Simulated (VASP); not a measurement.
## BN: single point with PBE+D3(BJ)

BN, a slab with vacuum:

```
CELL_PARAMETERS angstrom
2.50929 0.00000 0.00000
-1.25465 2.17311 0.00000
0.00000 0.00000 17.00000
ATOMIC_POSITIONS crystal
B 0.00000 0.00000 0.50000
N 0.66667 0.33333 0.50000
```

- Program: VASP 6.6.1
- Task: single point
- Functional: PBE
- Dispersion: D3(BJ)
- Potentials or basis: VASP PAW PBE potentials, release 64 (B, N)
- Cutoff: 520 eV
- k mesh: 15 × 15 × 1
- Occupations: gaussian, width 0.05 eV
- Spin: no spin polarisation
- Dipole correction: yes
- Further INCAR settings: ALGO = Normal; EDIFF = 1e-06; NBANDS = 11

```json
{
 "Band gap on the k mesh": "4.67 eV",
 "Dispersion energy per atom": "-0.077 eV"
}
```

Levels at points of the mesh, in eV from the valence-band top:
| k point | band 2 | band 3 | band 4 | band 5 | band 6 | band 7 |
| --- | --- | --- | --- | --- | --- | --- |
| (0.00, 0.00, 0.00) | -5.22 | -1.35 | -1.35 | 4.68 | 5.63 | 6.05 |

Wall time 49 s on 1 thread of Intel Xeon 8259CL (shared host), peak memory 0.22 GiB.
